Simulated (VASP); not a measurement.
SrTiO3, 5 atoms in the cell. The structure is cubic, space group Pm-3m (No. 221). The conventional cell has a = 3.905 Å, b = 3.905 Å, c = 3.905 Å, α = 90.00°, β = 90.00°, γ = 90.00°. Sr (site symmetry m-3m) has 12 O at 2.76 Å and 8 Ti at 3.38 Å within 3.6 Å. Ti (site symmetry m-3m) has 6 O at 1.95 Å within 2.6 Å. O (site symmetry 4/mmm) has 2 Ti at 1.95 Å within 2.6 Å. 

```yaml
Program: VASP 6.6.1
Task: electric field gradients
Functional: PBEsol
Potentials_or_basis: VASP PAW PBE potentials, release 64 (Sr_sv, Ti_sv, O)
Cutoff: 520 eV
k_mesh: 7 × 7 × 7
Occupations: fermi-dirac, width 0.05 eV
Spin: no spin polarisation
Dipole_correction: no
Further_INCAR_settings: ALGO = Normal; EDIFF = 1e-08; NBANDS = 28
```

Potentials or basis: VASP PAW PBE potentials, release 64 (Sr_sv, Ti_sv, O).

Launch:

```bash
$ cat potpaw_PBE.64/Sr_sv/POTCAR potpaw_PBE.64/Ti_sv/POTCAR potpaw_PBE.64/O/POTCAR > POTCAR
$ mpirun -np 1 vasp_std > vasp.out
```

Hardware: 1 thread of AMD EPYC 7R13, with other jobs on the host.

Estimate the wall time of this run.

Wall time 80 s on 1 thread of AMD EPYC 7R13 (shared host), peak memory 0.16 GiB. Counts: scf iterations 20, k points 20.
